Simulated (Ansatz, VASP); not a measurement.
Cu in VASP and in Ansatz

```
Cu
1.0
     0.00000    1.76950    1.81487
     1.76950    0.00000    1.81487
     1.76950    1.76950    0.00000
Cu
1
Cartesian
  0.0000 0.0000 0.0000
```

Alike in both runs: task single point; functional PBE; k mesh 28 × 28 × 28; no spin polarisation.

|  | VASP | Ansatz |
| --- | --- | --- |
| version | VASP 6.6.1 | Ansatz 0.2.0 |
| potentials or method | VASP PAW PBE potentials, release 64 (Cu), cutoff 520 eV | scalar-relativistic, plane waves, PAW |
| occupations | methfessel-paxton of order 1, width 0.15 eV | cold, width 0.001 eV |
| valence electrons in the cell | 11 | 19 |

```tsv
	VASP	Ansatz	Ansatz less VASP
gap on the k mesh at the Fermi level (eV)	none	none	-
pressure (GPa)	8.8	8.1	-0.75
traceless stress, the component that is largest in VASP (GPa)	-1.32	-1.38	-0.061
```

A gap of «none» marks a metal or a gap that the smearing closes. VASP's potentials hold 11 valence electrons a cell and Ansatz's 19, so a difference there can come from the potentials and not from the codes.
